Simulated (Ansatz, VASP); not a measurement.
## Two plane-wave programs on Si

The input INCAR:

```
ALGO = Fast
EDIFF = 1E-7
ENCUT = 520
ISIF = 2
ISMEAR = 0
LASPH = T
LCHARG = F
LREAL = F
LWAVE = F
NBANDS = 11
NELM = 80
PREC = Accurate
SIGMA = 0.15
```

KPOINTS

```
k-points
0
Gamma
  24 24 14
```

POSCAR

```
Si
1.0
    2.6510666862      0.0000000000      0.0000000000
   -1.3255333431      2.2958910974      0.0000000000
    0.0000000000      0.0000000000      4.5417424135
Si
2
Direct
    0.2842964680      0.6666666667      0.2500000000
    0.7157035320      0.3333333333      0.7500000000
```

Input for Ansatz:

```yaml
crystal:
  lattice:
    - [2.6510666862, 0.0, 0.0]
    - [-1.3255333431, 2.2958910974, 0.0]
    - [0.0, 0.0, 4.5417424135]
  atoms:
    - { symbol: Si, position: [0.284296468, 0.6666666667, 0.25] }
    - { symbol: Si, position: [0.715703532, 0.3333333333, 0.75] }
basis:
  ecutwfc: 420
kpoints:
  mp_grid: { grid: [24, 24, 14] }
hamiltonian:
  xc: lda
scf:
  occupations: { method: gaussian, width: 0.15 }
output:
  forces: true
  stress: true
  eigenvalues: true
```

Change from the starting cell: mode 1 (-109.2 1/cm) frozen in, largest displacement -0.130 Å.

Alike in both runs: task single point; functional LDA; k mesh 24 × 24 × 14; occupations gaussian, width 0.15 eV; no spin polarisation.

|  | VASP | Ansatz |
| --- | --- | --- |
| version | VASP 6.6.1 | Ansatz 0.2.0 |
| potentials or method | VASP PAW LDA potentials, release 64 (Si), cutoff 520 eV | scalar-relativistic, plane waves, PAW |
| valence electrons in the cell | 8 | 8 |

```tsv
	VASP	Ansatz	Ansatz less VASP
gap on the k mesh at the Fermi level (eV)	none	none	-
pressure (GPa)	0.4	0.3	-0.07
traceless stress, the component that is largest in VASP (GPa)	-0.18	-0.17	+0.004
rms of the force components (eV/Å)	0.091	0.090	-0.0002
```

LDA's correlation is that of Perdew and Zunger in VASP and of Perdew and Wang (1992) in Ansatz. Atom by atom the forces differ by 0.000 eV/Å (rms over components). A gap of «none» marks a metal or a gap that the smearing closes.
